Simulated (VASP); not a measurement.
# PbO2 (P4_2/mnm) in VASP: notebook

Runs on PbO2. Level: PBEsol. Tasks: single point, relaxation of cell and atoms.

Everything below comes from runs of VASP 6.6.1. Logs are shortened: lines on timing, memory, paths and dates and some standing lists are left out, and cuts for length are marked.

## (1) The cell of the first run

The structure is tetragonal, space group P4_2/mnm (No. 136). The conventional cell has a = 4.915 Å, b = 4.915 Å, c = 3.402 Å, α = 90.00°, β = 90.00°, γ = 90.00°. Within 2.8 Å of Pb (site symmetry mmm) lie 6 O at 2.14 to 2.17 Å. Within 2.8 Å of O (site symmetry m2m) lie 3 Pb at 2.14 to 2.17 Å and 1 O at 2.68 Å.

## (2) Single point, PBEsol

File INCAR:

```
  PREC = Accurate
  ENCUT = 520
  EDIFF = 1E-6
  ISMEAR = -1
  SIGMA = 0.05
  LREAL = False
  LASPH = True
  NELM = 60
  ALGO = Normal
  ISIF = 2
  LWAVE = False
  LCHARG = True
  GGA = PS
  LELF = True
  LVHAR = True
  NBANDS = 35
```

File KPOINTS:

```
regular mesh
0
Gamma
  6 6 8
```

File POSCAR:

```
PbO2
1.0
    4.9147040717      0.0000000000      0.0000000000
    0.0000000000      4.9147040717      0.0000000000
    0.0000000000      0.0000000000      3.4023662390
Pb O
2 4
Direct
    0.5000000000      0.5000000000      0.5000000000
    0.0000000000      0.0000000000      0.0000000000
    0.6928155267      0.6928155267      0.0000000000
    0.8071844733      0.1928155267      0.5000000000
    0.1928155267      0.8071844733      0.5000000000
    0.3071844733      0.3071844733      0.0000000000
```

Potentials or basis: VASP PAW PBE potentials, release 64 (Pb_d, O).

Run with:

```sh
> cat potpaw_PBE.64/Pb_d/POTCAR potpaw_PBE.64/O/POTCAR > POTCAR
> mpirun -np 1 vasp_std > vasp.out
```

OUTCAR:

```text
PREC = Accurate
   ENCUT = 520
   EDIFF = 1E-6
   ISMEAR = -1
   LREAL = False
   LASPH = True
   NELM = 60
   ISIF = 2
   GGA = PS

 ion  position               nearest neighbor table
   1  0.500  0.500  0.500-   4 2.14   5 2.14   3 2.17   6 2.17   3 2.17   6 2.17   2 3.87   2 3.87
                             2 3.87   2 3.87   2 3.87   2 3.87   2 3.87   2 3.87
   2  0.000  0.000  0.000-   3 2.14   6 2.14   5 2.17   4 2.17   4 2.17   5 2.17   1 3.87   1 3.87
                             1 3.87   1 3.87   1 3.87   1 3.87   1 3.87   1 3.87
   3  0.693  0.693  0.000-   2 2.14   1 2.17   1 2.17
   4  0.807  0.193  0.500-   1 2.14   2 2.17   2 2.17
   5  0.193  0.807  0.500-   1 2.14   2 2.17   2 2.17
   6  0.307  0.307  0.000-   2 2.14   1 2.17   1 2.17

  LATTYP: Found a simple tetragonal cell.
 ALAT       =     4.9147040717
 C/A-ratio  =     0.6922830326

  Lattice vectors:

 A1 = (   4.9147040717,   0.0000000000,   0.0000000000)
 A2 = (   0.0000000000,   4.9147040717,   0.0000000000)
 A3 = (   0.0000000000,   0.0000000000,   3.4023662390)

Analysis of symmetry for initial positions (statically):
=====================================================================
 Subroutine PRICEL returns:
 Original cell was already a primitive cell.

 Routine SETGRP: Setting up the symmetry group for a
 simple tetragonal supercell.

 Subroutine GETGRP returns: Found 16 space group operations
 (whereof  8 operations were pure point group operations)
 out of a pool of 16 trial point group operations.

The static configuration has the point symmetry D_2h.
 The point group associated with its full space group is D_4h.

Analysis of symmetry for dynamics (positions and initial velocities):
=====================================================================
 Subroutine PRICEL returns:
 Original cell was already a primitive cell.

 Routine SETGRP: Setting up the symmetry group for a
 simple tetragonal supercell.

 Subroutine GETGRP returns: Found 16 space group operations
 (whereof  8 operations were pure point group operations)
 out of a pool of 16 trial point group operations.

The dynamic configuration has the point symmetry D_2h.
 The point group associated with its full space group is D_4h.

 Subroutine INISYM returns: Found 16 space group operations
 (whereof  8 operations are pure point group operations),
 and found     1 'primitive' translations

----------------------------------------------------------------------------------------

                                     Primitive cell

  volume of cell :      82.1818

  direct lattice vectors                    reciprocal lattice vectors
     4.914704072  0.000000000  0.000000000     0.203471050  0.000000000  0.000000000
     0.000000000  4.914704072  0.000000000     0.000000000  0.203471050  0.000000000
     0.000000000  0.000000000  3.402366239     0.000000000  0.000000000  0.293913097

  length of vectors
     4.914704072  4.914704072  3.402366239     0.203471050  0.203471050  0.293913097

  position of ions in fractional coordinates (direct lattice)
     0.500000000  0.500000000  0.500000000
     0.000000000  0.000000000  0.000000000
     0.692815527  0.692815527  0.000000000
     0.807184473  0.192815527  0.500000000
     0.192815527  0.807184473  0.500000000
     0.307184473  0.307184473  0.000000000

  ion indices of the primitive-cell ions
   primitive index   ion index
                 1           1
                 2           2
                 3           3
                 4           4
                 5           5
                 6           6

----------------------------------------------------------------------------------------

 KPOINTS: regular mesh

Automatic generation of k-mesh.
 Grid dimensions read from file:
 generate k-points for:    6    6    8

 Generating k-lattice:

  Cartesian coordinates                     Fractional coordinates (reciprocal lattice)
     0.033911842  0.000000000  0.000000000     0.166666667  0.000000000  0.000000000
     0.000000000  0.033911842  0.000000000     0.000000000  0.166666667  0.000000000
     0.000000000  0.000000000  0.036739137     0.000000000  0.000000000  0.125000000

  Length of vectors
     0.033911842  0.033911842  0.036739137

  Shift w.r.t. Gamma in fractional coordinates (k-lattice)
     0.000000000  0.000000000  0.000000000

 Subroutine IBZKPT returns following result:
 ===========================================

 Found     50 irreducible k-points:

 Following reciprocal coordinates:
            Coordinates               Weight
  0.000000  0.000000  0.000000      1.000000
  0.166667  0.000000  0.000000      4.000000
  0.333333  0.000000  0.000000      4.000000
  0.500000  0.000000  0.000000      2.000000
  0.166667  0.166667  0.000000      4.000000
  0.333333  0.166667  0.000000      8.000000
[... 16 lines left out ...]
  0.333333  0.000000  0.250000      8.000000
  0.500000  0.000000  0.250000      4.000000
 [... further k-points ...]
   k-points           NKPTS =     50   k-points in BZ     NKDIM =     50   number of bands    NBANDS=     35
   number of dos      NEDOS =    301   number of ions     NIONS =      6
   total plane-waves  NPLWV =  44800
   dimension x,y,z NGX =    40 NGY =   40 NGZ =   28
   dimension x,y,z NGXF=    80 NGYF=   80 NGZF=   56
   ions per type =               2   4
   NGX,Y,Z   is equivalent  to a cutoff of  13.53, 13.53, 13.68 a.u.
   NGXF,Y,Z  is equivalent  to a cutoff of  27.06, 27.06, 27.36 a.u.
 SYSTEM =  unknown system
   PREC   = accura    normal or accurate (medium, high low for compatibility)
   ISTART =      0    job   : 0-new  1-cont  2-samecut
   ICHARG =      2    charge: 1-file 2-atom 10-const
   ISPIN  =      1    spin polarized calculation?
   LNONCOLLINEAR =      F non collinear calculations
   LSORBIT =      F    spin-orbit coupling
   LASPH  =      T    aspherical Exc in radial PAW
   ENCUT  =  520.0 eV  38.22 Ry    6.18 a.u.   9.14  9.14  6.33*2*pi/ulx,y,z
   NELM   =     60;   NELMIN=  2; NELMDL= -5     # of ELM steps
   EDIFF  = 0.1E-05   stopping-criterion for ELM
   LREAL  =      F    real-space projection
   EDIFFG = 0.1E-04   stopping-criterion for IOM
   NSW    =      0    number of steps for IOM
   IBRION =     -1    ionic relax: 0-MD 1-quasi-New 2-CG
   NFREE  =      0    steps in history (QN), initial steepest desc. (CG)
   ISIF   =      2    stress and relaxation
   ISYM   =      2    0-nonsym 1-usesym 2-fastsym
   POTIM  = 0.5000    time-step for ionic-motion
   TEBEG  =    0.0;   TEEND  =   0.0 temperature during run
   PSTRESS=    0.0 pullay stress
   NELECT =      52.0000    total number of electrons
   NUPDOWN=      -1.0000    fix difference up-down
   EMIN   =  10.00;   EMAX   =-10.00  energy-range for DOS
   EFERMI =   0.00;   METHOD = LEGACY
   ISMEAR =    -1;   SIGMA  =   0.05  broadening in eV -4-tet -1-fermi 0-gaus
   EFERMI_NEDOS =   21; number of points for ismear=-14 and -15
   IALGO  =     38    algorithm
   IMIX   =      4    mixing-type and parameters
     AMIX     =   0.40;   BMIX     =  1.00
     AMIX_MAG =   1.60;   BMIX_MAG =  1.00
  volume/ion in A,a.u.               =      13.70        92.43
  Fermi-wavevector in a.u.,A,eV,Ry     =   1.405456  2.655927 26.875689  1.975307
  Thomas-Fermi vector in A             =   2.527916
   LORBIT       =      0    0 simple, 1 ext, 2 COOP (PROOUT), +10 PAW based schemes
   GGA     = PS    functional components
   LHFCALC =     F    Hartree Fock is set to
   AEXX    =    0.0000 exact exchange contribution
   IVDW    =     0    specifies the selected vdW correction
   LEPSILON=     F    determine dielectric tensor
   LRPA    =     F    only Hartree local field effects (RPA)
 non-spin polarized calculation
  energy-cutoff  :      520.00
  volume of cell :       82.18
 maximum number of plane-waves:      2234
 NGX is ok and might be reduce to    40
   NGX = 19   NGY = 19   NGZ = 13

 number of electron      52.0000005 magnetization

 Free energy of the ion-electron system (eV)
  ---------------------------------------------------
  ext. energy  EPLUGINS =         0.00000000
  ---------------------------------------------------
  free energy    TOTEN  =       -34.01393587 eV

  energy without entropy =      -34.01116691  energy(sigma->0) =      -34.01255139

 E-fermi :   4.5077     XC(G=0): -11.0666

 val. band max:        4.4025484272   @ k =   0.0000   0.0000   0.1250
 cond. band min:       4.5118514468   @ k =   0.0000   0.0000   0.0000
 fundamental gap:      0.1093030196
 Fermi energy:         4.5076677551

 k-point     1 :       0.0000    0.0000    0.0000
  band No.  band energies     occupation
      1     -13.9903      2.00000
      2     -13.8232      2.00000
      3     -12.0714      2.00000
      4     -12.0714      2.00000
      5     -11.0989      2.00000
      6     -10.8600      2.00000
[... 27 lines left out ...]
     34      15.7862      0.00000
     35      16.3370      0.00000

 k-point     2 :       0.1667    0.0000    0.0000
  band No.  band energies     occupation
      1     -13.9102      2.00000
      2     -13.7735      2.00000
      3     -12.3509      2.00000
      4     -12.2485      2.00000
      5     -10.8175      2.00000
      6     -10.8171      2.00000
[... 27 lines left out ...]
     34      16.0656      0.00000
     35      16.3247      0.00000

 k-point     3 :       0.3333    0.0000    0.0000
  band No.  band energies     occupation
      1     -13.6976      2.00000
      2     -13.6380      2.00000
      3     -12.7549      2.00000
      4     -12.6298      2.00000
      5     -10.8078      2.00000
      6     -10.8072      2.00000
[... 27 lines left out ...]
     34      16.3950      0.00000
     35      16.6024      0.00000

 k-point     4 :       0.5000    0.0000    0.0000
  band No.  band energies     occupation
      1     -13.5261      2.00000
      2     -13.5261      2.00000
      3     -12.9201      2.00000
      4     -12.9201      2.00000
      5     -10.8024      2.00000
      6     -10.8024      2.00000
[... 27 lines left out ...]
     34      16.2145      0.00000
     35      16.6200      0.00000

 k-point     5 :       0.1667    0.1667    0.0000
  band No.  band energies     occupation
      1     -13.9046      2.00000
      2     -13.6677      2.00000
      3     -12.6898      2.00000
      4     -12.0948      2.00000
      5     -10.9047      2.00000
      6     -10.8235      2.00000
[... 638 lines left out ...]
 k-point    22 :       0.1667    0.0000    0.2500
  band No.  band energies     occupation
      1     -13.5179      2.00000
      2     -13.4950      2.00000
      3     -12.9211      2.00000
      4     -12.9003      2.00000
      5     -10.9263      2.00000
      6     -10.6912      2.00000
[... 27 lines left out ...]
     34      15.7002      0.00000
     35      16.3782      0.00000

 k-point    23 :       0.3333    0.0000    0.2500
  band No.  band energies     occupation
      1     -13.4273      2.00000
      2     -13.4132      2.00000
      3     -13.0212      2.00000
      4     -12.9739      2.00000
      5     -10.8580      2.00000
      6     -10.6910      2.00000
[... 27 lines left out ...]
     34      15.9188      0.00000
     35      16.5243      0.00000

 k-point    24 :       0.5000    0.0000    0.2500
  band No.  band energies     occupation
      1     -13.3619      2.00000
      2     -13.3619      2.00000
      3     -13.0558      2.00000
      4     -13.0558      2.00000
      5     -10.7358      2.00000
      6     -10.7358      2.00000
[... 27 lines left out ...]
     34      15.9906      0.00000
     35      16.6882      0.00000

 [... further k-points ...]
[... 5 lines left out ...]
  --------------------------------------------------------------------------------------
  -------------------------------------------------------------------------------------
  Total        2.6732151      2.6732151      2.7676691      0.0000000      0.0000000      0.0000000
  in kB       52.1157119     52.1157119     53.9571423      0.0000000      0.0000000      0.0000000
  external PRESSURE =      52.7295221 kB  Pullay stress =       0.0000000 kB

 VOLUME and BASIS-vectors are now :
 -----------------------------------------------------------------------------
  energy-cutoff  :      520.00
  volume of cell :       82.18
      direct lattice vectors                 reciprocal lattice vectors
     4.914704072  0.000000000  0.000000000     0.203471050  0.000000000  0.000000000
     0.000000000  4.914704072  0.000000000     0.000000000  0.203471050  0.000000000
     0.000000000  0.000000000  3.402366239     0.000000000  0.000000000  0.293913097

 POSITION                                       TOTAL-FORCE (eV/Angst)
 -----------------------------------------------------------------------------------
      2.45735      2.45735      1.70118         0.000000     -0.000000     -0.000000
      0.00000      0.00000      0.00000         0.000000     -0.000000     -0.000000
      3.40498      3.40498      0.00000         0.005314      0.005314     -0.000000
      3.96707      0.94763      1.70118        -0.005314      0.005314     -0.000000
      0.94763      3.96707      1.70118         0.005314     -0.005314      0.000000
      1.50972      1.50972      0.00000        -0.005314     -0.005314      0.000000
 -----------------------------------------------------------------------------------
    total drift:                                0.000000      0.000000     -0.000000

  FREE ENERGIE OF THE ION-ELECTRON SYSTEM (eV)
  ---------------------------------------------------
  free  energy   TOTEN  =       -34.0139358706 eV

  energy  without entropy=      -34.0111669142  energy(sigma->0) =      -34.01255139
```

Run time: 4.3 min. Hardware: 1 thread of Intel Xeon 8259CL, shared host; peak memory 0.27 GiB.

Results:

```yaml
Free_energy: -34.0139 eV
Pressure: 5.3 GPa
Largest_force: 0.008 eV/Å
```

Forces on the atoms (eV/Å):
```
Pb   0.000  0.000  0.000
Pb   0.000  0.000  0.000
O    0.005  0.005  0.000
O   -0.005  0.005  0.000
O    0.005 -0.005  0.000
O   -0.005 -0.005  0.000
```

Caveat: the cell stands under pressure; the PAW data sets were made with another functional, which shifts forces and pressure a little; spin-orbit coupling is left out, which moves the levels of the heavy elements.

## (3) Single point, PBEsol

This run uses another cell than the first one, of 13.99 Å³/atom.

File INCAR:

```
SYSTEM = PbO2
PREC     = Accurate       ! precision mode
ENCUT    = 520            ! plane-wave cutoff, eV
EDIFF    = 1E-6           ! SCF threshold, eV
ISMEAR   = -1             ! smearing method
SIGMA    = 0.05           ! smearing width, eV
LREAL    = .False.        ! projectors in reciprocal space
LASPH    = .True.         ! aspherical terms in the spheres
NELM     = 100            ! most SCF steps
ALGO     = Normal         ! electronic algorithm
ISIF     = 2              ! what is computed and relaxed
LWAVE    = .False.        ! write WAVECAR
LCHARG   = .False.        ! write CHGCAR
GGA      = PS             ! functional
NBANDS   = 35             ! bands
```

File KPOINTS:

```
regular mesh
0
Gamma
  6 6 8
  0 0 0
```

File POSCAR:

```
PbO2
1.0
    4.9631655143      0.0000000000      0.0000000000
    0.0000000000      4.9631655143      0.0000000000
    0.0000000000      0.0000000000      3.4068171583
Pb O
2 4
Direct
    0.5000000000      0.5000000000      0.5000000000
    0.0000000000      0.0000000000      0.0000000000
    0.6926089962      0.6926089962      0.0000000000
    0.8073910038      0.1926089962      0.5000000000
    0.1926089962      0.8073910038      0.5000000000
    0.3073910038      0.3073910038      0.0000000000
```

Potentials or basis: VASP PAW PBE potentials, release 64 (Pb_d, O).

Run with:

```sh
> cat potpaw_PBE.64/Pb_d/POTCAR potpaw_PBE.64/O/POTCAR > POTCAR
> mpirun -np 1 vasp_std > vasp.out
```

Wall time 3.7 min (1 thread of Intel Xeon 8259CL, shared host); peak memory 0.27 GiB.

It converged, with:

```
Free energy            : -34.0564 eV
Pressure               : 2.3 GPa
Largest force          : 0.009 eV/Å
Band gap on the k mesh : 0.10 eV (least direct gap 0.13 eV)
```

Forces on the atoms (eV/Å):
```
Pb   0.000  0.000  0.000
Pb   0.000  0.000  0.000
O    0.006  0.006  0.000
O   -0.006  0.006  0.000
O    0.006 -0.006  0.000
O   -0.006 -0.006  0.000
```

Stress tensor (GPa, compression positive):
```
2.19 0.00 0.00
0.00 2.19 0.00
0.00 0.00 2.37
```

Levels at points of the mesh, in eV from the valence-band top:
| k point | band 23 | band 24 | band 25 | band 26 | band 27 | band 28 | band 29 | band 30 |
| --- | --- | --- | --- | --- | --- | --- | --- | --- |
| (0.00, 0.00, 0.00) | -0.59 | -0.59 | -0.59 | -0.59 | 0.10 | 4.28 | 5.78 | 5.78 |
| (0.50, 0.00, 0.00) | -0.63 | -0.63 | -0.37 | -0.37 | 2.49 | 2.49 | 6.39 | 6.39 |
| (0.50, 0.50, 0.00) | -0.65 | -0.65 | -0.46 | -0.46 | 2.89 | 2.89 | 6.71 | 6.71 |
| (0.00, 0.00, 0.50) | -1.13 | -1.13 | -0.78 | -0.78 | 3.82 | 3.82 | 8.85 | 8.85 |
| (0.50, 0.00, 0.50) | -0.78 | -0.78 | -0.16 | -0.16 | 4.14 | 4.14 | 7.31 | 7.31 |
| (0.50, 0.50, 0.50) | -0.67 | -0.67 | -0.51 | -0.51 | 2.86 | 2.86 | 8.26 | 8.26 |

Caveat: the PAW data sets were made with another functional, which shifts forces and pressure a little; spin-orbit coupling is left out, which moves the levels of the heavy elements.

(Part 1 of 2 ends here.)
